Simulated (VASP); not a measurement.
Here is a VASP 6.6.1 calculation.

INCAR

```
SYSTEM = NiPt
  PREC = Accurate
  ENCUT = 520
  EDIFF = 1E-6
  ISMEAR = 0
  SIGMA = 0.15
  LREAL = .FALSE.
  LASPH = .TRUE.
  NELM = 150
  ALGO = Normal
  ISIF = 2
  LWAVE = .FALSE.
  LCHARG = .FALSE.
  ISPIN = 2
  MAGMOM = 0.57 0.25
  LORBIT = 11
  LMAXMIX = 4
  GGA = PS
  NBANDS = 21
```

KPOINTS

```
regular mesh
0
G
  18 18 14
  0 0 0
```

The input POSCAR:

```
NiPt
1.0
    2.7099397941      0.0000000000      0.0000000000
    0.0000000000      2.7099397941      0.0000000000
    0.0000000000      0.0000000000      3.5783200000
Ni Pt
1 1
Direct
    0.5000000000      0.5000000000      0.5000000000
    0.0000000000      0.0000000000      0.0000000000
```

Potentials or basis: VASP PAW PBE potentials, release 64 (Ni, Pt).

The run is started by

```sh
$ cat potpaw_PBE.64/Ni/POTCAR potpaw_PBE.64/Pt/POTCAR > POTCAR
$ mpirun -np 1 vasp_std > vasp.out
```

Q: What does it give for the site moments?

A: Ni +0.69; Pt +0.32 μB.

Q: Estimate the pressure.

A: -5.7 GPa.

Q: Estimate the net moment.

A: 1.00 μB per cell.

Stress tensor (GPa, compression positive):
```
-6.21  0.00  0.00
 0.00 -6.21  0.00
 0.00  0.00 -4.66
```

Caveat: the PAW data sets were made with another functional, which shifts forces and pressure a little.
